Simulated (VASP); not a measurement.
# HgTe (R-3m) in VASP: notebook

Runs on HgTe. Level: PBEsol. Tasks: electric field gradients.

Program: VASP 6.6.1. These are calculated values, not measurements. Logs are shortened: lines on timing, memory, paths and dates and some standing lists are left out, and cuts for length are marked.

## 1. The cell of the first run

It takes space group R-3m (No. 166, trigonal). Conventional cell: a = 4.111 Å, b = 4.111 Å, c = 10.222 Å, α = 90.00°, β = 90.00°, γ = 120.00°. Hg (site symmetry -3m) has 6 Te at 2.92 Å within 3.8 Å. Within 3.8 Å of Te (site symmetry -3m) lie 6 Hg at 2.92 Å.

## 2. Electric field gradients, PBEsol (equal xy, yz and zx shear strains of +1 %)

Input file INCAR:

```
  ALGO = Normal
  EDIFF = 1E-8
  ENCUT = 520
  GGA = PS
  ISIF = 2
  ISMEAR = -1
  LASPH = T
  LCHARG = F
  LEFG = T
  LREAL = F
  LWAVE = F
  NBANDS = 16
  NELM = 80
  PREC = Accurate
  SIGMA = 0.08
```

Input file KPOINTS:

```
k-points
0
Gamma
  12 12 12
```

Input file POSCAR:

```
HgTe
1.0
    0.0292150000      2.9361075000      2.9361075000
    2.9361075000      0.0292150000      2.9361075000
    2.9361075000      2.9361075000      0.0292150000
Hg Te
1 1
Direct
    0.0000000000      0.0000000000      0.0000000000
    0.5000000000      0.5000000000      0.5000000000
```

Potentials or basis: VASP PAW PBE potentials, release 64 (Hg, Te).

Started as:

```console
cat potpaw_PBE.64/Hg/POTCAR potpaw_PBE.64/Te/POTCAR > POTCAR
mpirun -np 1 vasp_std > vasp.out
```

OUTCAR:

```text
EDIFF = 1E-8
   ENCUT = 520
   GGA = PS
   ISIF = 2
   ISMEAR = -1
   LASPH = T
   LREAL = F
   NELM = 80
   PREC = Accurate

 ion  position               nearest neighbor table
   1  0.000  0.000  0.000-   2 2.92   2 2.92   2 2.92   2 2.92   2 2.92   2 2.92
   2  0.500  0.500  0.500-   1 2.92   1 2.92   1 2.92   1 2.92   1 2.92   1 2.92

  LATTYP: Found a trigonal (rhomboedric) cell.
 ALAT       =     4.1523858226
 COS(alpha) =     0.5099250056

  Lattice vectors:

 A1 = (   0.0292150000,   2.9361075000,   2.9361075000)
 A2 = (   2.9361075000,   0.0292150000,   2.9361075000)
 A3 = (   2.9361075000,   2.9361075000,   0.0292150000)

Analysis of symmetry for initial positions (statically):
=====================================================================
 Subroutine PRICEL returns:
 Original cell was already a primitive cell.

 Routine SETGRP: Setting up the symmetry group for a
 trigonal (rhombohedral) supercell.

 Subroutine GETGRP returns: Found 12 space group operations
 (whereof 12 operations were pure point group operations)
 out of a pool of 12 trial point group operations.

The static configuration has the point symmetry D_3d.

Analysis of symmetry for dynamics (positions and initial velocities):
=====================================================================
 Subroutine PRICEL returns:
 Original cell was already a primitive cell.

 Routine SETGRP: Setting up the symmetry group for a
 trigonal (rhombohedral) supercell.

 Subroutine GETGRP returns: Found 12 space group operations
 (whereof 12 operations were pure point group operations)
 out of a pool of 12 trial point group operations.

The dynamic configuration has the point symmetry D_3d.

 Subroutine INISYM returns: Found 12 space group operations
 (whereof 12 operations are pure point group operations),
 and found     1 'primitive' translations

----------------------------------------------------------------------------------------

                                     Primitive cell

  volume of cell :      49.8672

  direct lattice vectors                    reciprocal lattice vectors
     0.029215000  2.936107500  2.936107500    -0.172856495  0.171153475  0.171153475
     2.936107500  0.029215000  2.936107500     0.171153475 -0.172856495  0.171153475
[... 115 lines left out ...]
   LRPA    =     F    only Hartree local field effects (RPA)
 non-spin polarized calculation
  energy-cutoff  :      520.00
  volume of cell :       49.87
 maximum number of plane-waves:      1378
   NGX = 15   NGY = 15   NGZ = 15

 number of electron      18.0000001 magnetization

 Free energy of the ion-electron system (eV)
  ---------------------------------------------------
  ext. energy  EPLUGINS =         0.00000000
  ---------------------------------------------------
  free energy    TOTEN  =        -4.13069916 eV

  energy without entropy =       -4.10676953  energy(sigma->0) =       -4.11873435

 E-fermi :   5.7605     XC(G=0): -10.6665

 val. band max:        5.7380161566   @ k =   0.4167   0.4167   0.3333
 cond. band min:       5.7648127375   @ k =   0.3333  -0.0000  -0.0000
 fundamental gap:      0.0267965809
 Fermi energy:         5.7604853039

 k-point     1 :       0.0000    0.0000    0.0000
  band No.  band energies     occupation
      1      -7.2798      2.00000
      2      -1.4432      2.00000
      3      -1.4432      2.00000
      4      -1.3903      2.00000
      5      -1.3715      2.00000
      6      -1.3715      2.00000
[... 433 lines left out ...]
      3      -1.8701      2.00000
      4      -1.6419      2.00000
      5      -1.1374      2.00000
      6      -1.0900      2.00000
[... 8 lines left out ...]
     15      16.0830      0.00000
     16      16.9069      0.00000

 [... further k-points ...]
[... 5 lines left out ...]
  --------------------------------------------------------------------------------------
  -------------------------------------------------------------------------------------
  Total        1.9846387      1.9846387      1.9846387     -0.0447101     -0.0447101     -0.0447101
  in kB       63.7641895     63.7641895     63.7641895     -1.4364842     -1.4364842     -1.4364842
  external PRESSURE =      63.7641895 kB  Pullay stress =       0.0000000 kB

 VOLUME and BASIS-vectors are now :
 -----------------------------------------------------------------------------
  energy-cutoff  :      520.00
  volume of cell :       49.87
      direct lattice vectors                 reciprocal lattice vectors
     0.029215000  2.936107500  2.936107500    -0.172856495  0.171153475  0.171153475
     2.936107500  0.029215000  2.936107500     0.171153475 -0.172856495  0.171153475
     2.936107500  2.936107500  0.029215000     0.171153475  0.171153475 -0.172856495

 POSITION                                       TOTAL-FORCE (eV/Angst)
 -----------------------------------------------------------------------------------
      0.00000      0.00000      0.00000        -0.000000      0.000000      0.000000
      2.95071      2.95071      2.95071         0.000000     -0.000000     -0.000000
 -----------------------------------------------------------------------------------
    total drift:                                0.000000     -0.000000     -0.000000

  FREE ENERGIE OF THE ION-ELECTRON SYSTEM (eV)
  ---------------------------------------------------
  free  energy   TOTEN  =        -4.1306991631 eV

  energy  without entropy=       -4.1067695274  energy(sigma->0) =       -4.11873435

 Electric field gradients (V/A^2)
---------------------------------------------------------------------
 ion       V_xx      V_yy      V_zz      V_xy      V_xz      V_yz
---------------------------------------------------------------------
   1      -0.000     0.000     0.000    -4.194    -4.194    -4.194
   2       0.000    -0.000     0.000     4.672     4.672     4.672
---------------------------------------------------------------------

 Electric field gradients after diagonalization (V/A^2)
 (convention: |V_zz| > |V_xx| > |V_yy|)
----------------------------------------------------------------------
 ion       V_xx      V_yy      V_zz     asymmetry (V_yy - V_xx)/ V_zz
----------------------------------------------------------------------
   1       4.194     4.194    -8.387       0.000
   2      -4.672    -4.672     9.343       0.000
----------------------------------------------------------------------

           NMR quadrupolar parameters

 Cq : quadrupolar parameter    Cq=e*Q*V_zz/h
 eta: asymmetry parameters     (V_yy - V_xx)/ V_zz
 Q  : nuclear electric quadrupole moment in mb (millibarn)
----------------------------------------------------------------------
 ion       Cq(MHz)       eta       Q (mb)
----------------------------------------------------------------------
   1      -0.020       0.000       1.000
   2       0.023       0.000       1.000
----------------------------------------------------------------------
```

Wall time 1.8 min (1 thread of Intel Xeon Platinum 8488C (Sapphire Rapids), shared host); peak memory 0.29 GiB.

What came out:

```
Free energy                             : -4.1307 eV
Pressure                                : 6.4 GPa
Band gap on the k mesh                  : zero (bands 9 and 10 overlap by 3.25 eV)
Largest electric field gradient by atom : Hg -8.4; Te +9.3 V/Å²
```

Electric field gradients, principal values (V/Å²):
| atom | least | middle | greatest (by size) |
| --- | --- | --- | --- |
| 1 Hg | 4.194 | 4.194 | -8.387 |
| 2 Te | -4.672 | -4.672 | 9.343 |

Caveat: the cell differs from its parent crystal (equal xy, yz and zx shear strains of +1 %); the cell stands under pressure; without QUAD_EFG the Cq values of the log hold for a quadrupole moment of 1 mb, not for the nuclei; the PAW data sets were made with another functional, which shifts forces and pressure a little; spin-orbit coupling is left out, which moves the levels of the heavy elements.

## 3. Electric field gradients, PBEsol (equal xy, yz and zx shear strains of +2 %)

Input file INCAR:

```
ALGO = Normal
EDIFF = 1E-8
ENCUT = 520
GGA = PS
ISIF = 2
ISMEAR = -1
LASPH = T
LCHARG = F
LEFG = T
LREAL = F
LWAVE = F
NBANDS = 16
NELM = 100
PREC = Accurate
SIGMA = 0.08
```

KPOINTS is that of step 2.

Input file POSCAR:

```
HgTe
1.0
    0.0584300000      2.9507150000      2.9507150000
    2.9507150000      0.0584300000      2.9507150000
    2.9507150000      2.9507150000      0.0584300000
Hg Te
1 1
Direct
    0.0000000000      0.0000000000      0.0000000000
    0.5000000000      0.5000000000      0.5000000000
```

Potentials or basis: VASP PAW PBE potentials, release 64 (Hg, Te).

Started as:

```console
cat potpaw_PBE.64/Hg/POTCAR potpaw_PBE.64/Te/POTCAR > POTCAR
mpirun -np 1 vasp_std > vasp.out
```

OUTCAR:

```text
EDIFF = 1E-8
   ENCUT = 520
   GGA = PS
   ISIF = 2
   ISMEAR = -1
   LASPH = T
   LREAL = F
   NELM = 100
   PREC = Accurate

 ion  position               nearest neighbor table
   1  0.000  0.000  0.000-   2 2.92   2 2.92   2 2.92   2 2.92   2 2.92   2 2.92
   2  0.500  0.500  0.500-   1 2.92   1 2.92   1 2.92   1 2.92   1 2.92   1 2.92

  LATTYP: Found a trigonal (rhomboedric) cell.
 ALAT       =     4.1733502234
 COS(alpha) =     0.5197000882

  Lattice vectors:

 A1 = (   0.0584300000,   2.9507150000,   2.9507150000)
 A2 = (   2.9507150000,   0.0584300000,   2.9507150000)
 A3 = (   2.9507150000,   2.9507150000,   0.0584300000)

Analysis of symmetry for initial positions (statically):
=====================================================================
 Subroutine PRICEL returns:
 Original cell was already a primitive cell.

 Routine SETGRP: Setting up the symmetry group for a
 trigonal (rhombohedral) supercell.

[... 643 lines left out ...]
  volume of cell :       49.86
      direct lattice vectors                 reciprocal lattice vectors
     0.058430000  2.950715000  2.950715000    -0.174568537  0.171178857  0.171178857
     2.950715000  0.058430000  2.950715000     0.171178857 -0.174568537  0.171178857
     2.950715000  2.950715000  0.058430000     0.171178857  0.171178857 -0.174568537

 POSITION                                       TOTAL-FORCE (eV/Angst)
 -----------------------------------------------------------------------------------
      0.00000      0.00000      0.00000        -0.000000      0.000000      0.000000
      2.97993      2.97993      2.97993         0.000000     -0.000000     -0.000000
 -----------------------------------------------------------------------------------
    total drift:                                0.000000     -0.000000     -0.000000

  FREE ENERGIE OF THE ION-ELECTRON SYSTEM (eV)
  ---------------------------------------------------
  free  energy   TOTEN  =        -4.1282565884 eV

  energy  without entropy=       -4.1043887223  energy(sigma->0) =       -4.11632266

 Electric field gradients (V/A^2)
---------------------------------------------------------------------
 ion       V_xx      V_yy      V_zz      V_xy      V_xz      V_yz
---------------------------------------------------------------------
   1       0.000    -0.000    -0.000    -8.327    -8.327    -8.327
   2       0.000    -0.000     0.000     9.267     9.267     9.267
---------------------------------------------------------------------

 Electric field gradients after diagonalization (V/A^2)
 (convention: |V_zz| > |V_xx| > |V_yy|)
----------------------------------------------------------------------
 ion       V_xx      V_yy      V_zz     asymmetry (V_yy - V_xx)/ V_zz
----------------------------------------------------------------------
   1       8.327     8.327   -16.653       0.000
   2      -9.267    -9.267    18.534       0.000
----------------------------------------------------------------------

           NMR quadrupolar parameters

 Cq : quadrupolar parameter    Cq=e*Q*V_zz/h
 eta: asymmetry parameters     (V_yy - V_xx)/ V_zz
 Q  : nuclear electric quadrupole moment in mb (millibarn)
----------------------------------------------------------------------
 ion       Cq(MHz)       eta       Q (mb)
----------------------------------------------------------------------
   1      -0.040       0.000       1.000
   2       0.045       0.000       1.000
----------------------------------------------------------------------
```

OSZICAR:

```text
N       E                     dE             d eps       ncg     rms          rms(c)
DAV:   1     0.105787115086E+03    0.10579E+03   -0.84132E+03  6128   0.101E+03
DAV:   2    -0.111673967186E+01   -0.10690E+03   -0.99670E+02  7136   0.237E+02
DAV:   3    -0.435463988279E+01   -0.32379E+01   -0.32267E+01  7472   0.423E+01
DAV:   4    -0.437537491323E+01   -0.20735E-01   -0.20734E-01  7520   0.329E+00
DAV:   5    -0.437570339927E+01   -0.32849E-03   -0.32848E-03  7776   0.381E-01    0.101E+01
DAV:   6    -0.413865558151E+01    0.23705E+00   -0.47459E-01  7544   0.966E+00    0.753E+00
DAV:   7    -0.413039632282E+01    0.82593E-02   -0.80938E-02  7320   0.203E+00    0.237E+00
DAV:   8    -0.412847792856E+01    0.19184E-02   -0.82953E-03  6752   0.109E+00    0.587E-01
DAV:   9    -0.412825075082E+01    0.22718E-03   -0.51527E-04  7872   0.260E-01    0.745E-02
DAV:  10    -0.412825472175E+01   -0.39709E-05   -0.42814E-05  7344   0.603E-02    0.360E-02
DAV:  11    -0.412825706078E+01   -0.23390E-05   -0.54838E-06  7696   0.192E-02    0.185E-02
DAV:  12    -0.412825665480E+01    0.40598E-06   -0.88479E-07  6592   0.797E-03    0.786E-03
DAV:  13    -0.412825664304E+01    0.11761E-07   -0.82832E-08  7824   0.184E-03    0.503E-03
DAV:  14    -0.412825661014E+01    0.32902E-07   -0.15516E-08  5472   0.157E-03    0.778E-04
DAV:  15    -0.412825658729E+01    0.22846E-07   -0.41927E-09  3496   0.598E-04    0.171E-04
DAV:  16    -0.412825658835E+01   -0.10605E-08   -0.29931E-10  3464   0.114E-04
   1 F= -.41282566E+01 E0= -.41163227E+01  d E =-.238679E-01
```

It took 1.9 min on 1 thread of Intel Xeon Platinum 8488C (Sapphire Rapids), shared host; peak memory 0.3 GiB.

What came out:

```
Free energy                             : -4.1283 eV
Pressure                                : 6.4 GPa
Band gap on the k mesh                  : zero (bands 9 and 10 overlap by 3.22 eV)
Largest electric field gradient by atom : Hg -16.7; Te +18.5 V/Å²
```

Levels at points of the mesh, in eV from the Fermi level:
```
           k point  band 7  band 8  band 9  band 10  band 11  band 12
(0.00, 0.00, 0.00)   -1.08   -0.78   -0.78    -0.41     7.46     7.75
(0.50, 0.00, 0.00)   -6.00    0.41    0.44     2.32     3.58     3.79
(0.50, 0.50, 0.00)   -5.20   -2.95   -2.93    -2.69     4.60     9.75
(0.50, 0.50, 0.50)   -6.15    0.54    0.54     2.60     3.93     3.93
```

Electric field gradients, principal values (V/Å²):
```
atom   least  middle  greatest (by size)
1 Hg   8.327   8.327             -16.653
2 Te  -9.267  -9.267              18.534
```

Caveat: the cell differs from its parent crystal (equal xy, yz and zx shear strains of +2 %); the cell stands under pressure; without QUAD_EFG the Cq values of the log hold for a quadrupole moment of 1 mb, not for the nuclei; the PAW data sets were made with another functional, which shifts forces and pressure a little; spin-orbit coupling is left out, which moves the levels of the heavy elements.
